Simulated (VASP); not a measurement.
Wanted: the native input for a VASP 6.6.1 run.

| Property | Result |
| --- | --- |
| Task | relaxation of the atoms |
| Functional | LDA |
| Potentials or basis | VASP PAW LDA potentials, release 64 (Si, C) |
| Cutoff | 520 eV |
| k mesh | 10 × 10 × 10 |
| Occupations | gaussian, width 0.02 eV |
| Spin | no spin polarisation |
| Dipole correction | no |
| Further INCAR settings | ALGO = Normal; EDIFF = 1e-07; IBRION = 2; EDIFFG = -0.002; NSW = 60 |

The structure of SiC lies in POSCAR:

```
SiC
1.0
   -0.0106350881      2.1535232158      2.1763368057
    2.1535232158     -0.0106350881      2.1763368057
    2.1428881277      2.1428881277      0.0000000000
Si C
1 1
Direct
   -0.0001484509     -0.0001484509      0.0001484509
    0.2501484509      0.2501484509      0.2498515491
```

This cell differs from its parent crystal: strained cell.

These files were run (other wordings do the same):

INCAR

```
SYSTEM = SiC
ALGO = Normal
EDIFF = 1E-7
EDIFFG = -0.002
ENCUT = 520
GGA_COMPAT = .FALSE.
IBRION = 2
ISIF = 2
ISMEAR = 0
LASPH = .TRUE.
LCHARG = .FALSE.
LREAL = .FALSE.
LWAVE = .FALSE.
NELM = 120
NELMIN = 4
NSW = 60
PREC = Accurate
SIGMA = 0.02
```

KPOINTS

```
k-points
0
G
  10 10 10
  0 0 0
```

Potentials or basis: VASP PAW LDA potentials, release 64 (Si, C).

The run is started by

```bash
$ cat potpaw_LDA.64/Si/POTCAR potpaw_LDA.64/C/POTCAR > POTCAR
$ mpirun -np 1 vasp_std > vasp.out
```

It gave:

```yaml
Energy_gained_by_relaxing: 0.0 meV/atom
Ionic_steps: 3
Pressure_after_relaxing: 1.5 GPa
Band_gap_on_the_k_mesh: 1.17 eV (least direct gap 4.42 eV)
```

Caveat: the cell differs from its parent crystal (strained cell).

Wall time 59 s on 1 thread of Oxide Virtual Turin-like Processor, with other jobs on the host, peak memory 0.11 GiB.
